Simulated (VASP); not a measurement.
# Si3N4 (P6_3/m) in VASP: settings compared, part 4 of 4

VASP 6.6.1. The steps go on from the part before.

**5. Electric field gradients, r2SCAN**

Input file POSCAR:

```
Si3N4
1.0
    7.6322000000      0.0000000000      0.0000000000
   -3.8161000000      6.6096790868      0.0000000000
    0.0000000000      0.0000000000      2.9191000000
Si N
6 8
Direct
    0.1744556251      0.7683583331      0.2500000000
    0.4060972920      0.1744556251      0.7500000000
    0.2316416669      0.4060972920      0.2500000000
    0.8255443749      0.2316416669      0.7500000000
    0.5939027080      0.8255443749      0.2500000000
    0.7683583331      0.5939027080      0.7500000000
    0.3333333333      0.6666666667      0.2500000000
    0.6666666667      0.3333333333      0.7500000000
    0.3298863756      0.0303252430      0.2500000000
    0.2995611326      0.3298863756      0.7500000000
    0.9696747570      0.2995611326      0.2500000000
    0.6701136244      0.9696747570      0.7500000000
    0.7004388674      0.6701136244      0.2500000000
    0.0303252430      0.7004388674      0.7500000000
```

Input file INCAR.step1:

```
  PREC = Accurate
  ENCUT = 520
  ISMEAR = -1
  SIGMA = 0.02
  LREAL = False
  LASPH = True
  NELM = 60
  NBANDS = 45
  GGA = PE
  ALGO = Normal
  EDIFF = 1E-4
  LWAVE = True
  LCHARG = False
```

Input file INCAR.step2:

```
  PREC = Accurate
  ENCUT = 520
  EDIFF = 1E-8
  ISMEAR = -1
  SIGMA = 0.02
  LREAL = False
  LASPH = True
  NELM = 60
  ALGO = Normal
  ISIF = 2
  LWAVE = False
  LCHARG = False
  METAGGA = R2SCAN
  LMIXTAU = True
  LEFG = True
  NBANDS = 45
  ISTART = 1
```

Input file KPOINTS:

```
Automatic mesh
0
Gamma
  4 4 9
```

Potentials or basis: VASP PAW PBE potentials, release 64 (Si, N).

Command:

```bash
cat potpaw_PBE.64/Si/POTCAR potpaw_PBE.64/N/POTCAR > POTCAR
cp INCAR.step1 INCAR
mpirun -np 1 vasp_std > vasp.out
cp INCAR.step2 INCAR
mpirun -np 1 vasp_std > vasp.out
```

OUTCAR:

```text
PREC = Accurate
   ENCUT = 520
   EDIFF = 1E-8
   ISMEAR = -1
   LREAL = False
   LASPH = True
   NELM = 60
   ISIF = 2
   METAGGA = R2SCAN
   ISTART = 1

 ion  position               nearest neighbor table
   1  0.174  0.768  0.250-   7 1.74   9 1.74  14 1.74  14 1.74   5 3.01   3 3.01   6 3.06   6 3.06
                             2 3.06   2 3.06
   2  0.406  0.174  0.750-   8 1.74  10 1.74   9 1.74   9 1.74   4 3.01   6 3.01   3 3.06   3 3.06
                             1 3.06   1 3.06
   3  0.232  0.406  0.250-   7 1.74  11 1.74  10 1.74  10 1.74   1 3.01   5 3.01   4 3.06   4 3.06
                             2 3.06   2 3.06
   4  0.826  0.232  0.750-   8 1.74  12 1.74  11 1.74  11 1.74   2 3.01   6 3.01   3 3.06   3 3.06
                             5 3.06   5 3.06
   5  0.594  0.826  0.250-   7 1.74  13 1.74  12 1.74  12 1.74   1 3.01   3 3.01   6 3.06   6 3.06
                             4 3.06   4 3.06
   6  0.768  0.594  0.750-   8 1.74  14 1.74  13 1.74  13 1.74   4 3.01   2 3.01   1 3.06   1 3.06
                             5 3.06   5 3.06
   7  0.333  0.667  0.250-   1 1.74   5 1.74   3 1.74
   8  0.667  0.333  0.750-   4 1.74   2 1.74   6 1.74
   9  0.330  0.030  0.250-   1 1.74   2 1.74   2 1.74
  10  0.300  0.330  0.750-   2 1.74   3 1.74   3 1.74
  11  0.970  0.300  0.250-   3 1.74   4 1.74   4 1.74
  12  0.670  0.970  0.750-   4 1.74   5 1.74   5 1.74
  13  0.700  0.670  0.250-   5 1.74   6 1.74   6 1.74
  14  0.030  0.700  0.750-   6 1.74   1 1.74   1 1.74

  LATTYP: Found a hexagonal cell.
 ALAT       =     7.6322000000
 C/A-ratio  =     0.3824716333

  Lattice vectors:

 A1 = (   7.6322000000,   0.0000000000,   0.0000000000)
 A2 = (  -3.8161000000,   6.6096790868,   0.0000000000)
 A3 = (   0.0000000000,   0.0000000000,   2.9191000000)

Analysis of symmetry for initial positions (statically):
=====================================================================
 Subroutine PRICEL returns:
 Original cell was already a primitive cell.

 Routine SETGRP: Setting up the symmetry group for a
 hexagonal supercell.

 Subroutine GETGRP returns: Found 12 space group operations
[... 1169 lines left out ...]
 -----------------------------------------------------------------------------------
    total drift:                                0.000000     -0.000000     -0.000000

  FREE ENERGIE OF THE ION-ELECTRON SYSTEM (eV)
  ---------------------------------------------------
  free  energy   TOTEN  =      -144.1481432082 eV

  energy  without entropy=     -144.1481432082  energy(sigma->0) =     -144.14814321

 Electric field gradients (V/A^2)
---------------------------------------------------------------------
 ion       V_xx      V_yy      V_zz      V_xy      V_xz      V_yz
---------------------------------------------------------------------
   1      -3.313     7.032    -3.718     5.479     0.000     0.000
   2      -0.299     4.018    -3.718    -7.219    -0.000     0.000
   3       9.191    -5.472    -3.718     1.740    -0.000     0.000
   4      -3.313     7.032    -3.718     5.479     0.000    -0.000
   5      -0.299     4.018    -3.718    -7.219     0.000    -0.000
   6       9.191    -5.472    -3.718     1.740     0.000    -0.000
   7      23.814    23.815   -47.629     0.000     0.000     0.000
   8      23.814    23.815   -47.629     0.000     0.000    -0.000
   9     -47.382    21.136    26.246     2.385    -0.000     0.000
  10       1.942   -28.187    26.245   -30.862     0.000    -0.000
  11       6.073   -32.318    26.245    28.477    -0.000    -0.000
  12     -47.382    21.136    26.246     2.385    -0.000     0.000
  13       1.942   -28.187    26.245   -30.862     0.000     0.000
  14       6.073   -32.318    26.245    28.477     0.000    -0.000
---------------------------------------------------------------------

 Electric field gradients after diagonalization (V/A^2)
 (convention: |V_zz| > |V_xx| > |V_yy|)
----------------------------------------------------------------------
 ion       V_xx      V_yy      V_zz     asymmetry (V_yy - V_xx)/ V_zz
----------------------------------------------------------------------
   1      -5.676    -3.718     9.394       0.208
   2      -5.676    -3.718     9.394       0.208
   3      -5.676    -3.718     9.394       0.208
   4      -5.676    -3.718     9.394       0.208
   5      -5.676    -3.718     9.394       0.208
   6      -5.676    -3.718     9.394       0.208
   7      23.815    23.814   -47.629       0.000
   8      23.815    23.814   -47.629       0.000
   9      26.246    21.219   -47.465       0.106
  10      26.245    21.220   -47.465       0.106
  11      26.245    21.219   -47.465       0.106
  12      26.246    21.219   -47.465       0.106
  13      26.245    21.220   -47.465       0.106
  14      26.245    21.219   -47.465       0.106
----------------------------------------------------------------------

           NMR quadrupolar parameters

 Cq : quadrupolar parameter    Cq=e*Q*V_zz/h
 eta: asymmetry parameters     (V_yy - V_xx)/ V_zz
 Q  : nuclear electric quadrupole moment in mb (millibarn)
----------------------------------------------------------------------
 ion       Cq(MHz)       eta       Q (mb)
----------------------------------------------------------------------
   1       0.023       0.208       1.000
   2       0.023       0.208       1.000
   3       0.023       0.208       1.000
   4       0.023       0.208       1.000
   5       0.023       0.208       1.000
   6       0.023       0.208       1.000
   7      -0.115       0.000       1.000
   8      -0.115       0.000       1.000
   9      -0.115       0.106       1.000
  10      -0.115       0.106       1.000
  11      -0.115       0.106       1.000
  12      -0.115       0.106       1.000
  13      -0.115       0.106       1.000
  14      -0.115       0.106       1.000
----------------------------------------------------------------------
```

Run time: 6 min. Hardware: 1 thread of Intel Xeon Platinum 8488C (Sapphire Rapids), shared host; peak memory 0.35 GiB.

What came out:

* Free energy: -144.1481 eV
* Pressure: -3.3 GPa
* Largest force: 0.050 eV/Å
* Band gap on the k mesh: 4.95 eV (least direct gap 5.13 eV)
* Largest electric field gradient by atom: Si +9.4; N -47.6, -47.5 (each value once) V/Å²

Forces on the atoms (eV/Å):
```
Si   0.005  0.038  0.000
Si  -0.030  0.024  0.000
Si  -0.036 -0.014  0.000
Si  -0.005 -0.038  0.000
Si   0.030 -0.024  0.000
Si   0.036  0.014  0.000
N    0.000  0.000  0.000
N    0.000  0.000  0.000
N    0.007  0.050  0.000
N   -0.040  0.031  0.000
N   -0.047 -0.019  0.000
N   -0.007 -0.050  0.000
N    0.040 -0.031  0.000
N    0.047  0.019  0.000
```

Electric field gradients, principal values (V/Å²):
```csv
atom,least,middle,greatest (by size)
1 Si,-3.718,-5.676,9.394
2 Si,-3.718,-5.676,9.394
3 Si,-3.718,-5.676,9.394
4 Si,-3.718,-5.676,9.394
5 Si,-3.718,-5.676,9.394
6 Si,-3.718,-5.676,9.394
7 N,23.814,23.815,-47.629
8 N,23.814,23.815,-47.629
9 N,21.219,26.246,-47.465
10 N,21.220,26.245,-47.465
11 N,21.219,26.245,-47.465
12 N,21.219,26.246,-47.465
13 N,21.220,26.245,-47.465
14 N,21.219,26.245,-47.465
```

Caveat: the cell stands under tension; without QUAD_EFG the Cq values of the log hold for a quadrupole moment of 1 mb, not for the nuclei; the PAW data sets were made with another functional, which shifts forces and pressure a little; an odd mesh through Γ misses points on the zone boundary, where band edges can lie.
